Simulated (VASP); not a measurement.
A run of VASP 6.6.1:

File INCAR:

```
PREC     = Accurate       # precision mode
ENCUT    = 520            # plane-wave cutoff, eV
EDIFF    = 1E-7           # SCF threshold, eV
ISMEAR   = -1             # smearing method
SIGMA    = 0.05           # smearing width, eV
LREAL    = F              # projectors in reciprocal space
LASPH    = T              # aspherical terms in the spheres
NELM     = 100            # most SCF steps
ALGO     = Normal         # electronic algorithm
ISIF     = 2              # what is computed and relaxed
LWAVE    = F              # write WAVECAR
LCHARG   = F              # write CHGCAR
GGA      = CA             # functional
NBANDS   = 16             # bands
```

Contents of KPOINTS:

```
Automatic mesh
0
Gamma
  8 8 8
```

Contents of POSCAR:

```
Te
1.0
    4.2341000000     -2.3712000000      0.0000000000
    4.2341000000      2.3712000000      0.0000000000
   -0.1304500000      0.0000000000      4.0760705000
Te
3
Direct
    0.6760000000      0.6760000000      0.6750000000
    0.3240000000      0.3240000000      0.3250000000
    0.0000000000      0.0000000000      0.0000000000
```

Potentials or basis: VASP PAW LDA potentials, release 64 (Te).

Run with:

```bash
$ cat potpaw_LDA.64/Te/POTCAR > POTCAR
$ mpirun -np 1 vasp_std > vasp.out
```

Hardware: 1 thread of Intel(R) Xeon(R) Platinum 8375C CPU @ 2.90GHz (Ice Lake), with other jobs on the host.

Estimate the wall time of this run.

It took 2.5 min on 1 thread of Intel(R) Xeon(R) Platinum 8375C CPU @ 2.90GHz (Ice Lake) (shared host), peak memory 0.26 GiB. Counts: scf iterations 11, k points 150.
